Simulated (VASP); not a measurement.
Here is a VASP 6.6.1 calculation.

POSCAR

```
AlN
1.0
    2.9214999682      0.0000000000      0.0000000000
   -1.4607499841      2.5300931896      0.0000000000
    0.0000000000      0.0000000000      4.6318562502
Al N
2 2
Direct
    0.6666666667      0.3333333333      0.4976170158
    0.3333333333      0.6666666667      0.9976170158
    0.6666666667      0.3333333333      0.8823829842
    0.3333333333      0.6666666667      0.3823829842
```

Contents of INCAR.step1:

```
SYSTEM = AlN
ALGO = Normal
EDIFF = 1E-4
ENCUT = 600
GGA = PE
ISMEAR = 0
LASPH = .TRUE.
LCHARG = .FALSE.
LREAL = .FALSE.
LWAVE = .TRUE.
NELM = 80
PREC = Accurate
SIGMA = 0.02
```

File INCAR.step2:

```
SYSTEM = AlN
ALGO = Normal
EDIFF = 1E-6
EDIFFG = -0.008
ENCUT = 600
IBRION = 2
ISIF = 3
ISMEAR = 0
ISTART = 1
LASPH = .TRUE.
LCHARG = .FALSE.
LMIXTAU = .TRUE.
LREAL = .FALSE.
LWAVE = .FALSE.
METAGGA = R2SCAN
NELM = 80
NSW = 70
PREC = Accurate
PSTRESS = 600.0
SIGMA = 0.02
```

File KPOINTS:

```
k-points
0
G
  12 12 6
  0 0 0
```

Potentials or basis: VASP PAW PBE potentials, release 64 (Al, N).

Run with:

```bash
$ cat potpaw_PBE.64/Al/POTCAR potpaw_PBE.64/N/POTCAR > POTCAR
$ cp INCAR.step1 INCAR
$ mpirun -np 1 vasp_std > vasp.out
$ cp INCAR.step2 INCAR
$ mpirun -np 1 vasp_std > vasp.out
```

(1) Estimate the relaxed volume.

(2) Predict the space group after relaxing (to 0.1 Å).

## Answers

(1) 8.53 Å³/atom.

(2) P6_3mc (No. 186).

Caveat: the cell is relaxed towards a set pressure, so the run minimises the enthalpy, not the energy; the PAW data sets were made with another functional, which shifts forces and pressure a little.
